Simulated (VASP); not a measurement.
Runs of VASP 6.6.1 on InPd. The structure is that of space group Fm-3m (No. 225), or close to it. The cells are those of the table. 

```csv
cell,smearing,gap on the mesh (eV),pressure (GPa)
"a = 3.884 Å, angles 60.0°, 2 atoms",gaussian 0.011 eV,none,0.1
"a = 3.804 Å, angles 60.0°, 2 atoms",fermi-dirac 0.05 eV,none,6.6
"a = 3.935 Å, angles 60.0°, 2 atoms",fermi-dirac 0.05 eV,none,(b)
"a = 3.884 Å, angles 60.0°, 2 atoms",fermi-dirac 0.05 eV,none,0.5
"a = 3.831 Å, angles 60.0°, 2 atoms",fermi-dirac 0.05 eV,none,(a)
```

Alike in all rows: task single point; level PBE; potentials or basis VASP PAW PBE potentials, release 64 (In_d, Pd); no spin polarisation; k mesh 8 × 8 × 8; cutoff (eV) 520.

Question: Fill in the values left out.

Answer: (a) 4.1; (b) -2.8.

Caveats: spin-orbit coupling is left out, which moves the levels of the heavy elements.

A k mesh can miss the band edges, and the runs leave out spin-orbit coupling on In, Pd.

A gap of «none» marks levels without a gap at the run's occupations.
